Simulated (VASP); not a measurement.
Input of a VASP 6.6.1 run:

The input POSCAR:

```
Hf
1.0
    3.1987335297      0.0000000000      0.0000000000
   -1.5993667648      2.7701844966      0.0000000000
    0.0000000000      0.0000000000      5.0505021987
Hf
2
Direct
    0.3333333333      0.6666666667      0.2500000000
    0.6666666667      0.3333333333      0.7500000000
```

INCAR.step1

```
SYSTEM = Hf
ALGO = Normal
EDIFF = 1E-4
ENCUT = 520
GGA = PE
ISMEAR = -1
LASPH = .True.
LCHARG = .False.
LREAL = .False.
LWAVE = .True.
NBANDS = 17
NELM = 80
PREC = Accurate
SIGMA = 0.01
```

INCAR.step2

```
SYSTEM = Hf
ALGO = Normal
EDIFF = 1E-7
ENCUT = 520
ISIF = 2
ISMEAR = -1
ISTART = 1
LASPH = .True.
LCHARG = .False.
LMIXTAU = .True.
LREAL = .False.
LWAVE = .False.
METAGGA = R2SCAN
NBANDS = 17
NELM = 80
PREC = Accurate
SIGMA = 0.01
```

KPOINTS

```
k-points
0
Gamma
  11 11 6
  0 0 0
```

Potentials or basis: VASP PAW PBE potentials, release 64 (Hf_pv).

Command:

```bash
$ cat potpaw_PBE.64/Hf_pv/POTCAR > POTCAR
$ cp INCAR.step1 INCAR
$ mpirun -np 1 vasp_std > vasp.out
$ cp INCAR.step2 INCAR
$ mpirun -np 1 vasp_std > vasp.out
```

Problem. Estimate the pressure.

Solution. -0.6 GPa.

Problem. What does it give for the band gap on the k mesh?

Solution. Zero (band 10 reaches 6.16 eV, above the bottom of band 11 at 4.46 eV).

Stress tensor (GPa, compression positive):
```
-0.55  0.00  0.00
 0.00 -0.55  0.00
 0.00  0.00 -0.66
```

Caveat: the PAW data sets were made with another functional, which shifts forces and pressure a little; spin-orbit coupling is left out, which moves the levels of the heavy elements.
